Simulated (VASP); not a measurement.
Here is a VASP 6.6.1 calculation.

Contents of INCAR:

```
  PREC = Accurate
  ENCUT = 520
  EDIFF = 1E-7
  ISMEAR = 0
  SIGMA = 0.1
  LREAL = F
  LASPH = T
  NELM = 150
  ALGO = Normal
  ISIF = 2
  LWAVE = F
  LCHARG = F
  ISPIN = 2
  MAGMOM = 4 0 0
  LORBIT = 11
  LMAXMIX = 4
  GGA = PE
  NBANDS = 28
```

Contents of KPOINTS:

```
Automatic mesh
0
Gamma
  6 6 4
```

The input POSCAR:

```
MnPt2
1.0
    3.7407762500      0.0000000000      0.0000000000
   -1.8703881300      3.2396072700      0.0000000000
    0.0000000000      0.0000000000      4.4928077700
Mn Pt
1 2
Direct
    0.3333333300      0.6666666700      0.0000000000
    0.3333333300      0.6666666700      0.5000000000
    0.6666666700      0.3333333300      0.5000000000
```

Potentials or basis: VASP PAW PBE potentials, release 64 (Mn_pv, Pt).

Run with:

```bash
$ cat potpaw_PBE.64/Mn_pv/POTCAR potpaw_PBE.64/Pt/POTCAR > POTCAR
$ mpirun -np 1 vasp_std > vasp.out
```

**Question.** Estimate the net moment.

**Answer.** 4.66 μB per cell.

**Question.** Estimate the site moments.

**Answer.** Mn +4.10; Pt +0.18, +0.08 μB.

**Question.** Estimate the pressure.

**Answer.** 79.7 GPa.

Stress tensor (GPa, compression positive):
```
97.04  0.00  0.00
 0.00 97.04  0.00
 0.00  0.00 45.17
```

Caveat: the stress differs along the axes, from 45 to 97 GPa.
